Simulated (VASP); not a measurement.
# Ge (Pm-3n) in VASP: a series of runs, part 2 of 2

VASP 6.6.1.

## Step 3: Single point, r2SCAN

Contents of POSCAR:

```
Ge
1.0
    5.3762007822      0.0000000000      0.0000000000
    0.0000000000      5.3762007822      0.0000000000
    0.0000000000      0.0000000000      5.3762007822
Ge
8
Direct
    1.0000000000      0.0000000000      1.0000000000
    0.5000000000      0.5000000000      0.5000000000
    0.2500000000      1.0000000000      0.5000000000
    0.7500000000      1.0000000000      0.5000000000
    0.5000000000      0.2500000000      1.0000000000
    0.5000000000      0.7500000000      1.0000000000
    0.0000000000      0.5000000000      0.2500000000
    0.0000000000      0.5000000000      0.7500000000
```

Contents of INCAR.step1:

```
PREC = Accurate
ENCUT = 520
ISMEAR = -1
SIGMA = 0.1
LREAL = F
LASPH = T
NELM = 80
NBANDS = 66
GGA = PE
ALGO = Normal
EDIFF = 1E-4
LWAVE = T
LCHARG = F
```

Contents of INCAR.step2:

```
PREC = Accurate
ENCUT = 520
EDIFF = 1E-6
ISMEAR = -1
SIGMA = 0.1
LREAL = F
LASPH = T
NELM = 80
ALGO = Normal
ISIF = 2
LWAVE = F
LCHARG = F
METAGGA = R2SCAN
LMIXTAU = T
NBANDS = 66
ISTART = 1
```

Contents of KPOINTS:

```
Automatic mesh
0
Gamma
  6 6 6
```

Potentials or basis: VASP PAW PBE potentials, release 64 (Ge_d).

On the command line:

```sh
cat potpaw_PBE.64/Ge_d/POTCAR > POTCAR
cp INCAR.step1 INCAR
mpirun -np 1 vasp_std > vasp.out
cp INCAR.step2 INCAR
mpirun -np 1 vasp_std > vasp.out
```

OUTCAR:

```text
PREC = Accurate
   ENCUT = 520
   EDIFF = 1E-6
   ISMEAR = -1
   LREAL = F
   LASPH = T
   NELM = 80
   ISIF = 2
   METAGGA = R2SCAN
   ISTART = 1

 ion  position               nearest neighbor table
   1  0.000  0.000  0.000-
   2  0.500  0.500  0.500-
   3  0.250  0.000  0.500-   4 2.69   4 2.69
   4  0.750  0.000  0.500-   3 2.69   3 2.69
   5  0.500  0.250  0.000-   6 2.69   6 2.69
   6  0.500  0.750  0.000-   5 2.69   5 2.69
   7  0.000  0.500  0.250-   8 2.69   8 2.69
   8  0.000  0.500  0.750-   7 2.69   7 2.69

  LATTYP: Found a simple cubic cell.
 ALAT       =     5.3762007822

  Lattice vectors:

 A1 = (   5.3762007822,   0.0000000000,   0.0000000000)
 A2 = (   0.0000000000,   5.3762007822,   0.0000000000)
 A3 = (   0.0000000000,   0.0000000000,   5.3762007822)

Analysis of symmetry for initial positions (statically):
=====================================================================
 Subroutine PRICEL returns:
 Original cell was already a primitive cell.

 Routine SETGRP: Setting up the symmetry group for a
 simple cubic supercell.

 Subroutine GETGRP returns: Found 48 space group operations
 (whereof 24 operations were pure point group operations)
 out of a pool of 48 trial point group operations.

The static configuration has the point symmetry T_h .
 The point group associated with its full space group is O_h .

Analysis of symmetry for dynamics (positions and initial velocities):
=====================================================================
 Subroutine PRICEL returns:
 Original cell was already a primitive cell.

 Routine SETGRP: Setting up the symmetry group for a
[... 131 lines left out ...]
   IALGO  =     38    algorithm
   IMIX   =      4    mixing-type and parameters
     AMIX     =   0.40;   BMIX     =  1.00
     AMIX_MAG =   1.60;   BMIX_MAG =  1.00
  volume/ion in A,a.u.               =      19.42       131.08
  Fermi-wavevector in a.u.,A,eV,Ry     =   1.467817  2.773773 29.313587  2.154488
  Thomas-Fermi vector in A             =   2.583390
   LORBIT       =      0    0 simple, 1 ext, 2 COOP (PROOUT), +10 PAW based schemes
   METAGGA = R2SCAN    functional components
   LHFCALC =     F    Hartree Fock is set to
   AEXX    =    0.0000 exact exchange contribution
   IVDW    =     0    specifies the selected vdW correction
   LEPSILON=     F    determine dielectric tensor
   LRPA    =     F    only Hartree local field effects (RPA)
 non-spin polarized calculation
  energy-cutoff  :      520.00
  volume of cell :      155.39
 maximum number of plane-waves:      4224
 NGX is ok and might be reduce to    40
   NGX = 19   NGY = 19   NGZ = 19

 number of electron     111.9999711 magnetization

 Free energy of the ion-electron system (eV)
  ---------------------------------------------------
  ext. energy  EPLUGINS =         0.00000000
  ---------------------------------------------------
  free energy    TOTEN  =      -105.92684143 eV

  energy without entropy =     -105.79983528  energy(sigma->0) =     -105.86333836

 E-fermi :   6.4219     XC(G=0): -12.2838

 val. band max:        6.4000286509   @ k =   0.5000   0.5000   0.3333
 cond. band min:       6.4243338678   @ k =   0.3333   0.1667   0.1667
 fundamental gap:      0.0243052169
 Fermi energy:         6.4218980870

 k-point     1 :       0.0000    0.0000    0.0000
  band No.  band energies     occupation
      1     -19.2132      2.00000
      2     -19.2085      2.00000
      3     -19.2085      2.00000
      4     -19.1435      2.00000
      5     -19.1435      2.00000
      6     -19.1435      2.00000
[... 1369 lines left out ...]
     65       8.4292      0.00000
     66       8.4292      0.00000

------------------------ aborting loop because EDIFF is reached ----------------------------------------

  FORCE on cell =-STRESS in cart. coord.  units (eV):
  Direction    XX          YY          ZZ          XY          YZ          ZX
  --------------------------------------------------------------------------------------
  -------------------------------------------------------------------------------------
  Total       -0.4618290     -0.4618290     -0.4618290      0.0000000      0.0000000      0.0000000
  in kB       -4.7617359     -4.7617359     -4.7617359      0.0000000      0.0000000      0.0000000
  external PRESSURE =      -4.7617359 kB  Pullay stress =       0.0000000 kB

 VOLUME and BASIS-vectors are now :
 -----------------------------------------------------------------------------
  energy-cutoff  :      520.00
  volume of cell :      155.39
      direct lattice vectors                 reciprocal lattice vectors
     5.376200782  0.000000000  0.000000000     0.186004958  0.000000000  0.000000000
     0.000000000  5.376200782  0.000000000     0.000000000  0.186004958  0.000000000
     0.000000000  0.000000000  5.376200782     0.000000000  0.000000000  0.186004958

 POSITION                                       TOTAL-FORCE (eV/Angst)
 -----------------------------------------------------------------------------------
      0.00000      0.00000      0.00000         0.000000     -0.000000     -0.000000
      2.68810      2.68810      2.68810         0.000000     -0.000000     -0.000000
      1.34405      0.00000      2.68810         0.000000     -0.000000     -0.000000
      4.03215      0.00000      2.68810        -0.000000      0.000000      0.000000
      2.68810      1.34405      0.00000        -0.000000      0.000000      0.000000
      2.68810      4.03215      0.00000        -0.000000     -0.000000     -0.000000
      0.00000      2.68810      1.34405         0.000000     -0.000000     -0.000000
      0.00000      2.68810      4.03215        -0.000000     -0.000000      0.000000
 -----------------------------------------------------------------------------------
    total drift:                               -0.000000     -0.000000     -0.000000

  FREE ENERGIE OF THE ION-ELECTRON SYSTEM (eV)
  ---------------------------------------------------
  free  energy   TOTEN  =      -105.9268414316 eV

  energy  without entropy=     -105.7998352825  energy(sigma->0) =     -105.86333836
```

OUTCAR.step1:

```text
PREC = Accurate
   ENCUT = 520
   ISMEAR = -1
   LREAL = F
   LASPH = T
[... 1618 lines left out ...]
      2.68810      1.34405      0.00000         0.000000     -0.000000      0.000000
      2.68810      4.03215      0.00000        -0.000000      0.000000     -0.000000
      0.00000      2.68810      1.34405        -0.000000      0.000000      0.000000
      0.00000      2.68810      4.03215        -0.000000     -0.000000     -0.000000
 -----------------------------------------------------------------------------------
    total drift:                               -0.000000     -0.000000     -0.000000

  FREE ENERGIE OF THE ION-ELECTRON SYSTEM (eV)
  ---------------------------------------------------
  free  energy   TOTEN  =       -33.1130416669 eV

  energy  without entropy=      -32.9787069412  energy(sigma->0) =      -33.04587430
```

Run time: 8.8 min. Hardware: 1 thread of Intel Xeon Platinum 8259CL at 2.50GHz (Skylake/Cascade Lake), shared host; peak memory 0.34 GiB.

Results:

| Quantity | Value |
| --- | --- |
| Free energy | -105.9268 eV |
| Pressure | -0.5 GPa |
| Band gap on the k mesh | zero (bands 56 and 57 overlap by 2.07 eV) |

Caveat: the PAW data sets were made with another functional, which shifts forces and pressure a little.

The gap in the log of VASP goes by the Fermi energy; the results here count the filled bands.